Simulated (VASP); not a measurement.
The system is Si.

```xyz
2
Lattice="0.0000 2.6750 2.6750 2.6750 0.0000 2.6750 2.6750 2.6750 0.0000" Properties=species:S:1:pos:R:3 pbc="T T T"
Si    0.0000    0.0000    0.0000
Si    1.3375    1.3375    1.3375
```

Base run:

| Quantity | Value |
| --- | --- |
| Program | VASP 6.6.1 |
| Functional | LDA |
| Potentials or basis | VASP PAW LDA potentials, release 64 (Si) |
| Cutoff | 500 eV |
| k mesh | 8 × 8 × 8 |
| Occupations | gaussian, width 0.01 eV |
| Spin | no spin polarisation |

Its results: band gap on the k mesh 0.44 eV, indirect (least direct gap 2.54 eV); pressure 3.0 GPa.

The run is repeated on the same cell with these changes: functional from LDA to PBE; potentials or basis from VASP PAW LDA potentials, release 64 (Si) to VASP PAW PBE potentials, release 64 (Si). What comes out?

Band gap on the k mesh 0.54 eV, indirect (least direct gap 2.58 eV); pressure 6.8 GPa.

A k mesh can miss the band edges.
